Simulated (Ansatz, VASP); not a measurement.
## One calculation of TiAl, two programs

```
CELL_PARAMETERS angstrom
2.79405 0.00000 0.00000
0.00000 2.79405 0.00000
0.00000 0.00000 4.04040
ATOMIC_POSITIONS crystal
Ti 0.50000 0.50000 0.50000
Al 0.00000 0.00000 0.00000
```

Alike in both runs: task single point; functional PBEsol; k mesh 14 × 14 × 10; occupations gaussian, width 0.1 eV; no spin polarisation.

|  | VASP | Ansatz |
| --- | --- | --- |
| version | VASP 6.6.1 | Ansatz 0.2.0 |
| potentials or method | VASP PAW PBE potentials, release 64 (Ti_sv, Al), cutoff 520 eV | scalar-relativistic, all-electron LAPW |

Ansatz gave:

```
gap on the k mesh at the Fermi level (eV) : none
pressure (GPa)                            : 0.0
```

Estimate VASP's values.

gap on the k mesh at the Fermi level (eV): none; pressure (GPa): 0.1.

VASP's potentials were made for PBE, not for PBEsol. A gap of «none» marks a metal or a gap that the smearing closes. Ansatz ran all-electron here, and VASP with PAW potentials.
